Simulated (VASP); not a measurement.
A run of VASP 6.6.1 is set up as follows.

INCAR

```
SYSTEM = Sr
  PREC = Accurate
  ENCUT = 520
  EDIFF = 1E-6
  ISMEAR = 1
  SIGMA = 0.15
  LREAL = .FALSE.
  LASPH = .TRUE.
  NELM = 150
  ALGO = Normal
  ISIF = 2
  LWAVE = .FALSE.
  LCHARG = .FALSE.
  MAGMOM = 0 0 0
  LORBIT = 11
  LSORBIT = .TRUE.
  GGA_COMPAT = .FALSE.
  LORBMOM = .TRUE.
  GGA = PS
  NBANDS = 21
```

The input KPOINTS:

```
Automatic mesh
0
G
  3 3 6
  0 0 0
```

POSCAR

```
Sr
1.0
   10.9876300000      0.0000000000      0.0000000000
   -5.4938150000      9.5155667074      0.0000000000
    0.0000000000      0.0000000000      4.4211120000
Sr
1
Direct
    0.0000000000      0.0000000000      0.0000000000
```

Potentials or basis: VASP PAW PBE potentials, release 64 (Sr_sv).

Run with:

```console
$ cat potpaw_PBE.64/Sr_sv/POTCAR > POTCAR
$ mpirun -np 1 vasp_ncl > vasp.out
```

**Question.** Predict the net moment.

**Answer.** 0.00 μB per cell.

**Question.** Estimate the pressure.

**Answer.** 0.0 GPa.

Stress tensor (GPa, compression positive):
```
0.00 0.00 0.00
0.00 0.00 0.00
0.00 0.00 0.14
```

Caveat: the PAW data sets were made with another functional, which shifts forces and pressure a little.
